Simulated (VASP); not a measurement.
# Ca2Se (I4/mmm) in VASP: single point with PBE

Aim: the single point of Ca2Se with PBE.

All numbers are computed with VASP 6.6.1; they aren't measurements. Logs are shortened: lines on timing, memory, paths and dates and some standing lists are left out, and cuts for length are marked.

### Step 1. The cell of the first run

The structure is tetragonal, space group I4/mmm (No. 139). The conventional cell has a = 3.689 Å, b = 3.689 Å, c = 13.158 Å, α = 90.00°, β = 90.00°, γ = 90.00°. Ca (site symmetry 4mm) has 4 Se at 3.14 Å and 9 Ca at 3.48 to 4.05 Å within 4.1 Å. Se (site symmetry 4/mmm) has 8 Ca at 3.14 Å and 4 Se at 3.69 Å within 4.1 Å.

### Step 2. Single point, PBE

INCAR reads:

```
PREC = Accurate ; ENCUT = 520
EDIFF = 1E-7 ; ISMEAR = 0
SIGMA = 0.1 ; LREAL = F
LASPH = T ; NELM = 100
ALGO = Normal ; ISIF = 2
LWAVE = F ; LCHARG = F
GGA = PE ; NBANDS = 20
```

KPOINTS reads:

```
Automatic mesh
0
Gamma
  18 18 18
```

POSCAR reads:

```
Ca2Se
1.0
   -1.8443986742      1.8443986742      6.5792113141
    1.8443986742     -1.8443986742      6.5792113141
    1.8443986742      1.8443986742     -6.5792113141
Ca Se
2 1
Direct
    0.6322877922      0.6322877922      0.0000000000
    0.3677122078      0.3677122078      0.0000000000
    0.0000000000      0.0000000000      0.0000000000
```

Potentials or basis: VASP PAW PBE potentials, release 64 (Ca_sv, Se).

On the command line:

```
> cat potpaw_PBE.64/Ca_sv/POTCAR potpaw_PBE.64/Se/POTCAR > POTCAR
> mpirun -np 1 vasp_std > vasp.out
```

OUTCAR:

```text
PREC = Accurate
   ENCUT = 520
   EDIFF = 1E-7
   ISMEAR = 0
   LREAL = F
   LASPH = T
   NELM = 100
   ISIF = 2
   GGA = PE

 ion  position               nearest neighbor table
   1  0.632  0.632  0.000-
   2  0.368  0.368  0.000-
   3  0.000  0.000  0.000-

  LATTYP: Found a body centered tetragonal cell.
 ALAT       =     3.6887973484
 C/A-ratio  =     3.5671307978

  Lattice vectors:

 A1 = (  -1.8443986742,   1.8443986742,   6.5792113141)
 A2 = (   1.8443986742,  -1.8443986742,   6.5792113141)
 A3 = (   1.8443986742,   1.8443986742,  -6.5792113141)

Analysis of symmetry for initial positions (statically):
=====================================================================
 Subroutine PRICEL returns:
 Original cell was already a primitive cell.

 Routine SETGRP: Setting up the symmetry group for a
 body centered tetragonal supercell.

 Subroutine GETGRP returns: Found 16 space group operations
 (whereof 16 operations were pure point group operations)
 out of a pool of 16 trial point group operations.

The static configuration has the point symmetry D_4h.

Analysis of symmetry for dynamics (positions and initial velocities):
=====================================================================
 Subroutine PRICEL returns:
 Original cell was already a primitive cell.

 Routine SETGRP: Setting up the symmetry group for a
 body centered tetragonal supercell.

 Subroutine GETGRP returns: Found 16 space group operations
 (whereof 16 operations were pure point group operations)
 out of a pool of 16 trial point group operations.

The dynamic configuration has the point symmetry D_4h.

 Subroutine INISYM returns: Found 16 space group operations
 (whereof 16 operations are pure point group operations),
 and found     1 'primitive' translations

----------------------------------------------------------------------------------------

                                     Primitive cell

  volume of cell :      89.5248

  direct lattice vectors                    reciprocal lattice vectors
    -1.844398674  1.844398674  6.579211314     0.000000000  0.271091065  0.075996951
     1.844398674 -1.844398674  6.579211314     0.271091065  0.000000000  0.075996951
     1.844398674  1.844398674 -6.579211314     0.271091065  0.271091065  0.000000000

[... 81 lines left out ...]
   LSORBIT =      F    spin-orbit coupling
   LASPH  =      T    aspherical Exc in radial PAW
   ENCUT  =  520.0 eV  38.22 Ry    6.18 a.u.  13.16 13.16 13.16*2*pi/ulx,y,z
   NELM   =    100;   NELMIN=  2; NELMDL= -5     # of ELM steps
   EDIFF  = 0.1E-06   stopping-criterion for ELM
   LREAL  =      F    real-space projection
   EDIFFG = 0.1E-05   stopping-criterion for IOM
   NSW    =      0    number of steps for IOM
   IBRION =     -1    ionic relax: 0-MD 1-quasi-New 2-CG
   NFREE  =      0    steps in history (QN), initial steepest desc. (CG)
   ISIF   =      2    stress and relaxation
   ISYM   =      2    0-nonsym 1-usesym 2-fastsym
   POTIM  = 0.5000    time-step for ionic-motion
   TEBEG  =    0.0;   TEEND  =   0.0 temperature during run
   PSTRESS=    0.0 pullay stress
   NELECT =      26.0000    total number of electrons
   NUPDOWN=      -1.0000    fix difference up-down
   EMIN   =  10.00;   EMAX   =-10.00  energy-range for DOS
   EFERMI =   0.00;   METHOD = LEGACY
   ISMEAR =     0;   SIGMA  =   0.10  broadening in eV -4-tet -1-fermi 0-gaus
   EFERMI_NEDOS =   21; number of points for ismear=-14 and -15
   IALGO  =     38    algorithm
   IMIX   =      4    mixing-type and parameters
     AMIX     =   0.40;   BMIX     =  1.00
     AMIX_MAG =   1.60;   BMIX_MAG =  1.00
  volume/ion in A,a.u.               =      29.84       201.38
  Fermi-wavevector in a.u.,A,eV,Ry     =   1.084139  2.048725 15.991696  1.175356
  Thomas-Fermi vector in A             =   2.220221
   LORBIT       =      0    0 simple, 1 ext, 2 COOP (PROOUT), +10 PAW based schemes
   GGA     = PE    functional components
   LHFCALC =     F    Hartree Fock is set to
   AEXX    =    0.0000 exact exchange contribution
   IVDW    =     0    specifies the selected vdW correction
   LEPSILON=     F    determine dielectric tensor
   LRPA    =     F    only Hartree local field effects (RPA)
 non-spin polarized calculation
 Gauss-broadening in eV      SIGMA  =   0.10
  energy-cutoff  :      520.00
  volume of cell :       89.52
 maximum number of plane-waves:      2436
 NGX is ok and might be reduce to    54
   NGX = 27   NGY = 27   NGZ = 27

 number of electron      25.9999999 magnetization

 Free energy of the ion-electron system (eV)
  ---------------------------------------------------
  ext. energy  EPLUGINS =         0.00000000
  ---------------------------------------------------
  free energy    TOTEN  =       -10.75699807 eV

  energy without entropy =      -10.74975414  energy(sigma->0) =      -10.75337611

 E-fermi :   3.7823     XC(G=0):  -8.7508

 val. band max:        3.7817960146   @ k =   0.5000   0.3889   0.0556
 cond. band min:       3.7844960809   @ k =  -0.1111   0.2778   0.1111
 fundamental gap:      0.0027000663
 Fermi energy:         3.7822599040

 k-point     1 :       0.0000    0.0000    0.0000
  band No.  band energies     occupation
      1     -38.3525      2.00000
      2     -38.3362      2.00000
      3     -19.4392      2.00000
      4     -19.2931      2.00000
      5     -19.2931      2.00000
      6     -19.2922      2.00000
[... 541 lines left out ...]
     19       6.6835      0.00000
     20       6.8967      0.00000

 [... further k-points ...]

------------------------ aborting loop because EDIFF is reached ----------------------------------------

  FORCE on cell =-STRESS in cart. coord.  units (eV):
  Direction    XX          YY          ZZ          XY          YZ          ZX
  --------------------------------------------------------------------------------------
  -------------------------------------------------------------------------------------
  Total        0.0557911      0.0557911      0.0345915      0.0000000      0.0000000      0.0000000
  in kB        0.9984630      0.9984630      0.6190656      0.0000000      0.0000000      0.0000000
  external PRESSURE =       0.8719972 kB  Pullay stress =       0.0000000 kB

 VOLUME and BASIS-vectors are now :
 -----------------------------------------------------------------------------
  energy-cutoff  :      520.00
  volume of cell :       89.52
      direct lattice vectors                 reciprocal lattice vectors
    -1.844398674  1.844398674  6.579211314     0.000000000  0.271091065  0.075996951
     1.844398674 -1.844398674  6.579211314     0.271091065  0.000000000  0.075996951
     1.844398674  1.844398674 -6.579211314     0.271091065  0.271091065  0.000000000

 POSITION                                       TOTAL-FORCE (eV/Angst)
 -----------------------------------------------------------------------------------
      0.00000      0.00000      8.31991         0.000000      0.000000      0.008354
      0.00000      0.00000      4.83851         0.000000      0.000000     -0.008354
      0.00000      0.00000      0.00000        -0.000000     -0.000000     -0.000000
 -----------------------------------------------------------------------------------
    total drift:                               -0.000000      0.000000     -0.000000

  FREE ENERGIE OF THE ION-ELECTRON SYSTEM (eV)
  ---------------------------------------------------
  free  energy   TOTEN  =       -10.7569980749 eV

  energy  without entropy=      -10.7497541422  energy(sigma->0) =      -10.75337611
```

OSZICAR:

```text
N       E                     dE             d eps       ncg     rms          rms(c)
DAV:   1     0.214825701854E+03    0.21483E+03   -0.12873E+04 19208   0.120E+03
DAV:   2     0.415677788582E+01   -0.21067E+03   -0.20671E+03 20348   0.338E+02
DAV:   3    -0.100547369001E+02   -0.14212E+02   -0.14059E+02 33720   0.668E+01
DAV:   4    -0.108633204433E+02   -0.80858E+00   -0.80315E+00 27392   0.143E+01
DAV:   5    -0.109016185724E+02   -0.38298E-01   -0.38272E-01 29208   0.244E+00    0.483E+00
DAV:   6    -0.107672636569E+02    0.13435E+00   -0.33628E-01 23464   0.230E+00    0.292E+00
DAV:   7    -0.107565943259E+02    0.10669E-01   -0.19540E-01 26300   0.232E+00    0.626E-01
DAV:   8    -0.107567116753E+02   -0.11735E-03   -0.32630E-02 24628   0.788E-01    0.977E-02
DAV:   9    -0.107568577281E+02   -0.14605E-03   -0.20354E-03 27256   0.229E-01    0.598E-02
DAV:  10    -0.107570033182E+02   -0.14559E-03   -0.41508E-04 26916   0.101E-01    0.196E-02
DAV:  11    -0.107569989690E+02    0.43492E-05   -0.13096E-04 25536   0.616E-02    0.771E-03
DAV:  12    -0.107569985784E+02    0.39062E-06   -0.10004E-05 26564   0.165E-02    0.361E-03
DAV:  13    -0.107569981605E+02    0.41787E-06   -0.68355E-07 24212   0.481E-03    0.998E-04
DAV:  14    -0.107569980749E+02    0.85658E-07   -0.17194E-07 19124   0.220E-03
   1 F= -.10756998E+02 E0= -.10753376E+02  d E =-.724393E-02
```

Wall time 57 min (1 thread of Oxide Virtual Turin-like, shared host); peak memory 0.98 GiB.

Results:

- Free energy: -10.7570 eV
- Pressure: 0.1 GPa
- Largest force: 0.008 eV/Å
- Band gap on the k mesh: zero (bands 13 and 14 overlap by 0.85 eV)

Forces on the atoms (eV/Å):
```
Ca   0.000  0.000  0.008
Ca   0.000  0.000 -0.008
Se   0.000  0.000  0.000
```
